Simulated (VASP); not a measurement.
Here is a VASP 6.6.1 calculation.

File INCAR:

```
SYSTEM = HfB
  ALGO = Normal
  EDIFF = 1E-6
  ENCUT = 520
  GGA = PE
  ISIF = 2
  ISMEAR = 0
  LASPH = .TRUE.
  LCHARG = .FALSE.
  LREAL = .FALSE.
  LWAVE = .FALSE.
  NBANDS = 14
  NELM = 60
  PREC = Accurate
  SIGMA = 0.15
```

File KPOINTS:

```
k-points
0
G
  18 18 18
  0 0 0
```

File POSCAR:

```
HfB
1.0
    0.0000000000      2.2753500000      2.3100000000
    2.2753500000      0.0000000000      2.3100000000
    2.2753500000      2.2753500000      0.0000000000
Hf B
1 1
Direct
    0.5000000000      0.5000000000      0.5000000000
    0.0000000000      0.0000000000      0.0000000000
```

Potentials or basis: VASP PAW PBE potentials, release 64 (Hf_pv, B).

Command:

```bash
$ cat potpaw_PBE.64/Hf_pv/POTCAR potpaw_PBE.64/B/POTCAR > POTCAR
$ mpirun -np 1 vasp_std > vasp.out
```

Question: Estimate the band gap on the k mesh.

Answer: Zero (an odd number of electrons rules out a gap without spin polarisation).

Question: Estimate the pressure.

Answer: 39.8 GPa.

Stress tensor (GPa, compression positive):
```
42.67  0.00  0.00
 0.00 42.67  0.00
 0.00  0.00 34.08
```

Caveat: the cell differs from its parent crystal (strain -0.015 along x and y, +0.000 along z); the cell stands under pressure; spin-orbit coupling is left out, which moves the levels of the heavy elements.
